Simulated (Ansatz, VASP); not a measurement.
**MoS2 in VASP and in Ansatz**

INCAR

```
SYSTEM = MoS2
PREC     = Accurate       ! precision mode
ENCUT    = 500            ! plane-wave cutoff, eV
EDIFF    = 1E-6           ! SCF threshold, eV
ISMEAR   = 0              ! smearing method
SIGMA    = 0.05           ! smearing width, eV
LREAL    = .FALSE.        ! projectors in reciprocal space
LASPH    = .TRUE.         ! aspherical terms in the spheres
NELM     = 120            ! most SCF steps
ALGO     = Normal         ! electronic algorithm
ISIF     = 2              ! what is computed and relaxed
LWAVE    = .FALSE.        ! write WAVECAR
LCHARG   = .FALSE.        ! write CHGCAR
GGA      = PE             ! functional
IVDW     = 12             ! dispersion correction
NBANDS   = 20             ! bands
GGA_COMPAT= .FALSE.
```

Contents of KPOINTS:

```
Automatic mesh
0
G
  12 12 4
  0 0 0
```

File POSCAR:

```
MoS2
1.0
    3.1219335931      0.0000000000      0.0000000000
   -1.5609667966      2.7036738005      0.0000000000
    0.0000000000      0.0000000000      6.7624203560
Mo S
1 2
Direct
    0.0000000000      0.0000000000      0.0000000000
    0.3333333333      0.6666666667      0.2734172850
    0.3333333333      0.6666666667      0.7265827150
```

Input for Ansatz:

```yaml
crystal:
  lattice:
    - [3.1219335931, 0.0, 0.0]
    - [-1.5609667966, 2.7036738005, 0.0]
    - [0.0, 0.0, 6.762420356]
  atoms:
    - { symbol: Mo, position: [0.0, 0.0, 0.0] }
    - { symbol: S, position: [0.3333333333, 0.6666666667, 0.273417285] }
    - { symbol: S, position: [0.3333333333, 0.6666666667, 0.726582715] }
basis:
  ecutwfc: 420
kpoints:
  mp_grid: { grid: [12, 12, 4] }
hamiltonian:
  xc: pbe
  dispersion: d3bj
scf:
  occupations: { method: gaussian, width: 0.05 }
output:
  forces: true
  stress: true
  eigenvalues: true
```

Alike in both runs: task single point; functional PBE; dispersion D3(BJ); k mesh 12 × 12 × 4; occupations gaussian, width 0.05 eV; no spin polarisation.

|  | VASP | Ansatz |
| --- | --- | --- |
| version | VASP 6.6.1 | Ansatz 0.2.0 |
| potentials or method | VASP PAW PBE potentials, release 64 (Mo_sv, S), cutoff 500 eV | scalar-relativistic, plane waves, PAW |
| valence electrons in the cell | 26 | 26 |

```csv
,VASP,Ansatz,Ansatz less VASP
gap on the k mesh at the Fermi level (eV),0.50,0.50,-0.001
least direct gap on the mesh (eV),1.24,1.23,-0.003
pressure (GPa),-16.4,-16.4,+0.05
"traceless stress, the component that is largest in VASP (GPa)",-17.55,-17.53,+0.026
rms of the force components (eV/Å),1.793,1.789,-0.0034
```

Atom by atom the forces differ by 0.003 eV/Å (rms over components).
